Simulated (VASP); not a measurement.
**Si: single point with PBE**

The system is Si.

```
Si
1.0
     5.46952    0.00000    0.00000
     0.00000    2.73476   -2.73476
     0.68369    8.20428    8.20428
Si
12
Cartesian
  2.7348 2.0509 2.0509
  0.0000 4.7857 2.0509
  2.7348 4.7857 4.7857
  0.0000 7.5205 4.7857
  2.7348 7.5205 7.5205
  0.0000 2.0509 -0.6838
  4.1021 3.4183 3.4183
  1.3674 6.1531 3.4183
  4.1021 6.1531 6.1531
  1.3674 8.8878 6.1531
  4.1021 0.6836 0.6836
  1.3674 3.4183 0.6836
```

- Program: VASP 6.6.1
- Task: single point
- Functional: PBE
- Potentials or basis: VASP PAW PBE potentials, release 64 (Si)
- Cutoff: 520 eV
- k mesh: 5 × 7 × 3
- Occupations: gaussian, width 0.05 eV
- Spin: no spin polarisation

The pressure is 1.5 GPa and the largest force is 4.570 eV/Å. The band gap on the k mesh is 0.17 eV, indirect (least direct gap 0.59 eV).

Forces in eV/Å, atoms in the order of the input:
```
Si   0.108 -0.073 -0.073
Si  -0.164 -0.041 -0.041
Si   0.116 -0.034 -0.034
Si  -0.225 -0.043 -0.043
Si   1.537  0.105  0.105
Si  -2.428  2.737  2.737
Si  -0.116  0.034  0.034
Si   0.164  0.041  0.041
Si  -0.108  0.073  0.073
Si   2.428 -2.737 -2.737
Si  -1.537 -0.105 -0.105
Si   0.225  0.043  0.043
```

Stress tensor (GPa, compression positive):
```
-0.31 -3.37 -3.37
-3.37  2.37  2.01
-3.37  2.01  2.37
```

Levels at points of the mesh, in eV from the valence-band top:
| k point | band 22 | band 23 | band 24 | band 25 | band 26 | band 27 |
| --- | --- | --- | --- | --- | --- | --- |
| (0.00, 0.00, 0.00) | -0.12 | -0.05 | 0.00 | 0.59 | 0.74 | 1.48 |

It took 2.7 min on 1 thread of Intel(R) Xeon(R) 6975P-C (Granite Rapids) (shared host), peak memory 0.41 GiB.

Caveat: forces of over 1 eV/Å act on the atoms, so gaps and moduli don't describe the material at rest. A k mesh can miss the band edges.
